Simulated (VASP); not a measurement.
# TaN (P-62m) in VASP: single point with PBEsol

Aim: the single point of TaN with PBEsol.

Program: VASP 6.6.1. These are calculated values, not measurements. Logs are shortened: lines on timing, memory, paths and dates and some standing lists are left out, and cuts for length are marked.

## 1. The cell of the first run

Symmetry: P-62m, No. 189, hexagonal system. The conventional cell has a = 5.181 Å, b = 5.181 Å, c = 2.894 Å, α = 90.00°, β = 90.00°, γ = 120.00°. Within 2.7 Å of Ta (site symmetry -62m) lie 3 N at 2.04 Å. Ta (site symmetry -6) has 6 N at 2.15 Å and 5 Ta at 2.89 to 2.99 Å within 3.0 Å. Within 2.9 Å of N (site symmetry m2m) lie 5 Ta at 2.04 to 2.15 Å and 6 N at 2.76 to 2.89 Å.

## 2. Single point, PBEsol

INCAR

```
  PREC = Accurate
  ENCUT = 520
  EDIFF = 1E-6
  ISMEAR = 0
  SIGMA = 0.15
  LREAL = F
  LASPH = T
  NELM = 60
  ALGO = Normal
  ISIF = 2
  LWAVE = F
  LCHARG = F
  GGA = PS
  NBANDS = 33
```

KPOINTS

```
Automatic mesh
0
Gamma
  6 6 12
```

POSCAR

```
TaN
1.0
    5.1810768789      0.0000559277     -0.0000007184
   -2.5904900046      4.4868765074      0.0000019992
   -0.0000004008      0.0000010563      2.8941239931
Ta N
3 3
Direct
   -0.0000094951     -0.0000035739     -0.0000005184
    0.3333354799      0.6666704685      0.5000001456
    0.6666720999      0.3333398385      0.5000003470
    0.6066782034     -0.0000026782     -0.0000000022
    0.3933209918      0.3933171410      0.0000000403
    0.0000027201      0.6066788041     -0.0000000124
```

Potentials or basis: VASP PAW PBE potentials, release 64 (Ta_pv, N).

On the command line:

```console
$ cat potpaw_PBE.64/Ta_pv/POTCAR potpaw_PBE.64/N/POTCAR > POTCAR
$ mpirun -np 1 vasp_std > vasp.out
```

OUTCAR:

```text
PREC = Accurate
   ENCUT = 520
   EDIFF = 1E-6
   ISMEAR = 0
   LREAL = F
   LASPH = T
   NELM = 60
   ISIF = 2
   GGA = PS

 ion  position               nearest neighbor table
   1  1.000  1.000  1.000-   4 2.04   6 2.04   5 2.04   3 3.32   3 3.32   3 3.32   3 3.32   2 3.32
                             2 3.32   2 3.32   2 3.32   2 3.32   2 3.32   3 3.32   3 3.32
   2  0.333  0.667  0.500-   4 2.15   4 2.15   6 2.15   6 2.15   5 2.15   5 2.15   3 2.99   3 2.99
                             3 2.99   1 3.32   1 3.32   1 3.32   1 3.32   1 3.32   1 3.32
   3  0.667  0.333  0.500-   5 2.15   6 2.15   5 2.15   6 2.15   4 2.15   4 2.15   2 2.99   2 2.99
                             2 2.99   1 3.32   1 3.32   1 3.32   1 3.32   1 3.32   1 3.32
   4  0.607  1.000  1.000-   1 2.04   2 2.15   2 2.15   3 2.15   3 2.15
   5  0.393  0.393  0.000-   1 2.04   3 2.15   3 2.15   2 2.15   2 2.15
   6  0.000  0.607  1.000-   1 2.04   3 2.15   3 2.15   2 2.15   2 2.15

  Warning from LATTYP: Monoclinic adjustment (A1->A3, A2->A1, A3->A2)!
  LATTYP: Found a base centered orthorhombic cell.
 ALAT       =     5.1809940414
 B/A-ratio  =     1.7320908593
 C/A-ratio  =     0.5586039995

  Lattice vectors:

 A1 = (   2.5905868743,   4.4869324351,   0.0000012808)
 A2 = (  -5.1810768789,  -0.0000559277,   0.0000007184)
 A3 = (  -0.0000004008,   0.0000010563,   2.8941239931)

Analysis of symmetry for initial positions (statically):
=====================================================================
 Subroutine PRICEL returns:
 Original cell was already a primitive cell.

 Routine SETGRP: Setting up the symmetry group for a
 base centered orthorhombic supercell.

 Subroutine GETGRP returns: Found  2 space group operations
 (whereof  2 operations were pure point group operations)
 out of a pool of  8 trial point group operations.

The static configuration has the point symmetry C_1h.

Analysis of symmetry for dynamics (positions and initial velocities):
=====================================================================
 Subroutine PRICEL returns:
 Original cell was already a primitive cell.

 Routine SETGRP: Setting up the symmetry group for a
 base centered orthorhombic supercell.

 Subroutine GETGRP returns: Found  2 space group operations
 (whereof  2 operations were pure point group operations)
 out of a pool of  8 trial point group operations.

The dynamic configuration has the point symmetry C_1h.

 Subroutine INISYM returns: Found  2 space group operations
 (whereof  2 operations are pure point group operations),
 and found     1 'primitive' translations

----------------------------------------------------------------------------------------

                                     Primitive cell

  volume of cell :      67.2797

  direct lattice vectors                    reciprocal lattice vectors
     5.181076879  0.000055928 -0.000000718     0.193008865  0.111433318 -0.000000014
    -2.590490005  4.486876507  0.000001999    -0.000002406  0.222870802 -0.000000081
    -0.000000401  0.000001056  2.894123993     0.000000048 -0.000000126  0.345527698

  length of vectors
     5.181076879  5.180994041  2.894123993     0.222867239  0.222870802  0.345527698

  position of ions in fractional coordinates (direct lattice)
     0.999990505  0.999996426  0.999999482
     0.333335480  0.666670469  0.500000146
     0.666672100  0.333339839  0.500000347
     0.606678203  0.999997322  0.999999998
     0.393320992  0.393317141  0.000000040
     0.000002720  0.606678804  0.999999988

  ion indices of the primitive-cell ions
   primitive index   ion index
                 1           1
                 2           2
                 3           3
                 4           4
                 5           5
                 6           6

----------------------------------------------------------------------------------------

 KPOINTS: Automatic mesh

Automatic generation of k-mesh.
 Grid dimensions read from file:
 generate k-points for:    6    6   12

 Generating k-lattice:

  Cartesian coordinates                     Fractional coordinates (reciprocal lattice)
     0.032168144  0.018572220 -0.000000002     0.166666667  0.000000000  0.000000000
    -0.000000401  0.037145134 -0.000000014    -0.000000000  0.166666667  0.000000000
     0.000000004 -0.000000011  0.028793975     0.000000000 -0.000000000  0.083333333

  Length of vectors
     0.037144540  0.037145134  0.028793975

  Shift w.r.t. Gamma in fractional coordinates (k-lattice)
     0.000000000  0.000000000  0.000000000

 Subroutine IBZKPT returns following result:
 ===========================================

 Found    140 irreducible k-points:

 Following reciprocal coordinates:
            Coordinates               Weight
  0.000000  0.000000  0.000000      1.000000
  0.166667  0.000000  0.000000      2.000000
  0.333333  0.000000  0.000000      2.000000
  0.500000  0.000000  0.000000      1.000000
 -0.000000  0.166667  0.000000      2.000000
 -0.166667  0.166667  0.000000      2.000000
[... 16 lines left out ...]
  0.333333  0.000000  0.083333      4.000000
  0.500000  0.000000  0.083333      2.000000
 [... further k-points ...]
   k-points           NKPTS =    140   k-points in BZ     NKDIM =    140   number of bands    NBANDS=     33
   number of dos      NEDOS =    301   number of ions     NIONS =      6
   total plane-waves  NPLWV =  38400
   dimension x,y,z NGX =    40 NGY =   40 NGZ =   24
   dimension x,y,z NGXF=    80 NGYF=   80 NGZF=   48
   ions per type =               3   3
   NGX,Y,Z   is equivalent  to a cutoff of  12.83, 12.84, 13.79 a.u.
   NGXF,Y,Z  is equivalent  to a cutoff of  25.67, 25.67, 27.57 a.u.
 SYSTEM =  unknown system
   PREC   = accura    normal or accurate (medium, high low for compatibility)
   ISTART =      0    job   : 0-new  1-cont  2-samecut
   ICHARG =      2    charge: 1-file 2-atom 10-const
   ISPIN  =      1    spin polarized calculation?
   LNONCOLLINEAR =      F non collinear calculations
   LSORBIT =      F    spin-orbit coupling
   LASPH  =      T    aspherical Exc in radial PAW
   ENCUT  =  520.0 eV  38.22 Ry    6.18 a.u.   9.63  9.63  5.38*2*pi/ulx,y,z
   NELM   =     60;   NELMIN=  2; NELMDL= -5     # of ELM steps
   EDIFF  = 0.1E-05   stopping-criterion for ELM
   LREAL  =      F    real-space projection
   EDIFFG = 0.1E-04   stopping-criterion for IOM
   NSW    =      0    number of steps for IOM
   IBRION =     -1    ionic relax: 0-MD 1-quasi-New 2-CG
   NFREE  =      0    steps in history (QN), initial steepest desc. (CG)
   ISIF   =      2    stress and relaxation
   ISYM   =      2    0-nonsym 1-usesym 2-fastsym
   POTIM  = 0.5000    time-step for ionic-motion
   TEBEG  =    0.0;   TEEND  =   0.0 temperature during run
   PSTRESS=    0.0 pullay stress
   NELECT =      48.0000    total number of electrons
   NUPDOWN=      -1.0000    fix difference up-down
   EMIN   =  10.00;   EMAX   =-10.00  energy-range for DOS
   EFERMI =   0.00;   METHOD = LEGACY
   ISMEAR =     0;   SIGMA  =   0.15  broadening in eV -4-tet -1-fermi 0-gaus
   EFERMI_NEDOS =   21; number of points for ismear=-14 and -15
   IALGO  =     38    algorithm
   IMIX   =      4    mixing-type and parameters
     AMIX     =   0.40;   BMIX     =  1.00
     AMIX_MAG =   1.60;   BMIX_MAG =  1.00
  volume/ion in A,a.u.               =      11.21        75.67
  Fermi-wavevector in a.u.,A,eV,Ry     =   1.462830  2.764348 29.114728  2.139872
  Thomas-Fermi vector in A             =   2.578997
   LORBIT       =      0    0 simple, 1 ext, 2 COOP (PROOUT), +10 PAW based schemes
   GGA     = PS    functional components
   LHFCALC =     F    Hartree Fock is set to
   AEXX    =    0.0000 exact exchange contribution
   IVDW    =     0    specifies the selected vdW correction
   LEPSILON=     F    determine dielectric tensor
   LRPA    =     F    only Hartree local field effects (RPA)
 non-spin polarized calculation
 Gauss-broadening in eV      SIGMA  =   0.15
  energy-cutoff  :      520.00
  volume of cell :       67.28
 maximum number of plane-waves:      1834
 NGX is ok and might be reduce to    40
   NGX = 19   NGY = 19   NGZ = 11

 number of electron      48.0000000 magnetization

 Free energy of the ion-electron system (eV)
  ---------------------------------------------------
  ext. energy  EPLUGINS =         0.00000000
  ---------------------------------------------------
  free energy    TOTEN  =       -71.45242140 eV

  energy without entropy =      -71.44798196  energy(sigma->0) =      -71.45020168

 E-fermi :   8.2903     XC(G=0): -13.2231

 val. band max:        8.1435772557   @ k =  -0.1667   0.1667  -0.0833
 cond. band min:       8.2940338321   @ k =  -0.0000   0.1667   0.3333
 fundamental gap:      0.1504565764
 Fermi energy:         8.2902521917

 k-point     1 :       0.0000    0.0000    0.0000
  band No.  band energies     occupation
      1     -27.8741      2.00000
      2     -27.8740      2.00000
      3     -27.5106      2.00000
      4     -27.5106      2.00000
      5     -27.3206      2.00000
      6     -27.2082      2.00000
[... 25 lines left out ...]
     32      11.5344      0.00000
     33      11.5345      0.00000

 k-point     2 :       0.1667    0.0000    0.0000
  band No.  band energies     occupation
      1     -27.8983      2.00000
      2     -27.8671      2.00000
      3     -27.4888      2.00000
      4     -27.4785      2.00000
      5     -27.3136      2.00000
      6     -27.2147      2.00000
[... 25 lines left out ...]
     32      11.4451      0.00000
     33      11.7428      0.00000
[... 754 lines left out ...]
     32      12.0321      0.00000
     33      12.2399      0.00000

 k-point    24 :       0.5000    0.0000    0.0833
  band No.  band energies     occupation
      1     -27.9434      2.00000
      2     -27.7530      2.00000
      3     -27.5647      2.00000
      4     -27.3862      2.00000
      5     -27.3510      2.00000
      6     -27.3056      2.00000
[... 25 lines left out ...]
     32      12.0706      0.00000
     33      12.4445      0.00000

 [... further k-points ...]

------------------------ aborting loop because EDIFF is reached ----------------------------------------

  FORCE on cell =-STRESS in cart. coord.  units (eV):
  Direction    XX          YY          ZZ          XY          YZ          ZX
  --------------------------------------------------------------------------------------
  -------------------------------------------------------------------------------------
  Total        0.3492853      0.3494020      0.3237803     -0.0015274      0.0000002     -0.0000001
  in kB        8.3177689      8.3205498      7.7104028     -0.0363730      0.0000059     -0.0000022
  external PRESSURE =       8.1162405 kB  Pullay stress =       0.0000000 kB

 VOLUME and BASIS-vectors are now :
 -----------------------------------------------------------------------------
  energy-cutoff  :      520.00
  volume of cell :       67.28
      direct lattice vectors                 reciprocal lattice vectors
     5.181076879  0.000055928 -0.000000718     0.193008865  0.111433318 -0.000000014
    -2.590490005  4.486876507  0.000001999    -0.000002406  0.222870802 -0.000000081
    -0.000000401  0.000001056  2.894123993     0.000000048 -0.000000126  0.345527698

 POSITION                                       TOTAL-FORCE (eV/Angst)
 -----------------------------------------------------------------------------------
      2.59055      4.48692      2.89412         0.001067      0.000686      0.000000
      0.00003      2.99129      1.44706        -0.000003     -0.000434     -0.000000
      2.59057      1.49569      1.44706        -0.000150     -0.000684     -0.000000
      0.55276      4.48690      2.89413        -0.008948      0.000367      0.000000
      1.01894      1.76479      0.00000         0.003921      0.007425      0.000000
     -1.57158      2.72209      2.89413         0.004112     -0.007360     -0.000000
 -----------------------------------------------------------------------------------
    total drift:                               -0.000030      0.000025      0.000306

  FREE ENERGIE OF THE ION-ELECTRON SYSTEM (eV)
  ---------------------------------------------------
  free  energy   TOTEN  =       -71.4524213996 eV

  energy  without entropy=      -71.4479819641  energy(sigma->0) =      -71.45020168
```

It took 1.9 min on 1 thread of Intel Xeon 6975P-C (Granite Rapids), shared host; peak memory 0.36 GiB.

Results:

| Item | Value |
| --- | --- |
| Free energy | -71.4524 eV |
| Pressure | 0.8 GPa |
| Largest force | 0.009 eV/Å |
| Band gap on the k mesh | zero (bands 24 and 25 overlap by 3.21 eV) |

Forces in eV/Å, atoms in the order of the input:
```
Ta   0.001  0.001  0.000
Ta   0.000  0.000  0.000
Ta   0.000 -0.001  0.000
N   -0.009  0.000  0.000
N    0.004  0.007  0.000
N    0.004 -0.007  0.000
```

Caveat: the PAW data sets were made with another functional, which shifts forces and pressure a little; spin-orbit coupling is left out, which moves the levels of the heavy elements.
